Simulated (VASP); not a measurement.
The system is Li.

```
Li
1.0
     3.10902    0.00000    0.00000
    -1.55451    2.69249    0.00000
     0.00000    0.00000    5.07807
Li
2
Direct
  0.33333 0.66667 0.75000
  0.66667 0.33333 0.25000
```

* Program: VASP 6.6.1
* Task: relaxation of cell and atoms
* Functional: PBE
* Potentials or basis: VASP PAW PBE potentials, release 64 (Li_sv)
* Cutoff: 600 eV
* k mesh: 16 × 16 × 8
* Occupations: gaussian, width 0.05 eV
* Spin: no spin polarisation

At the start: pressure -0.7 GPa; volume 21.25 Å³/atom.

Problem. Where does the relaxation end?

Solution. Over 3 steps the energy falls by 3.0 meV/atom and the volume is 20.06 Å³/atom (-5.6 %); space group P6_3/mmc (No. 194, to 0.05 Å).

Step by step:
```csv
step,energy change (eV),largest force (eV/Å),pressure (GPa),volume (Å³)
1,0.0000,0.0000,-0.74,42.51
2,-0.0025,0.0000,-0.58,41.90
3,-0.0061,0.0000,-0.04,40.13
```

Final structure:
```yaml
crystal:
  lattice:
    - [3.04683, 0.00000, 0.00000]
    - [-1.52342, 2.63863, 0.00000]
    - [0.00000, 0.00000, 4.99139]
  atoms:
    - { symbol: Li, position: [0.33333, 0.66667, 0.75000] }
    - { symbol: Li, position: [0.66667, 0.33333, 0.25000] }
```

Caveat: the cutoff is under 1.25 times the usual one of these potentials, so pressure, stress and relaxed cells hold a basis-set (Pulay) error.
